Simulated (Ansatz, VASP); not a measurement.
Two plane-wave programs on PbS

```
Pb S
1.0
     2.09373   -6.03098    0.00000
     2.09373    6.03098    0.00000
     0.00000    0.00000    4.30766
Pb S
2 2
Direct
  0.13056 0.86944 0.25000
  0.86944 0.13056 0.75000
  0.35480 0.64520 0.25000
  0.64520 0.35480 0.75000
```

Alike in both runs: task single point; functional LDA; k mesh 7 × 7 × 6; occupations fermi-dirac, width 0.05 eV; no spin polarisation.

|  | VASP | Ansatz |
| --- | --- | --- |
| version | VASP 6.6.1 | Ansatz 0.2.0 |
| potentials or method | VASP PAW LDA potentials, release 64 (Pb_d, S) | Ansatz PAW |
| plane-wave cutoff (eV) | 520 | 420 |
| valence electrons in the cell | 40 | 40 |

VASP gave:

- gap on the k mesh at the Fermi level (eV): 1.14
- least direct gap on the mesh (eV): 1.28
- pressure (GPa): -4.4
- traceless stress, the component that is largest in VASP (GPa): 0.43
- rms of the force components (eV/Å): 0.101

Problem. Estimate Ansatz's values.

Solution. gap on the k mesh at the Fermi level (eV): 1.15; least direct gap on the mesh (eV): 1.28; pressure (GPa): -4.4; traceless stress, the component that is largest in VASP (GPa): 0.45; rms of the force components (eV/Å): 0.106.

LDA's correlation is that of Perdew and Zunger in VASP and of Perdew and Wang (1992) in Ansatz. Atom by atom the forces differ by 0.005 eV/Å (rms over components).

Spin-orbit coupling is off throughout. Noted on Ansatz's run: odd divisions of the mesh miss points on the zone boundary, where band edges often lie, so the gap on the mesh can be too wide.
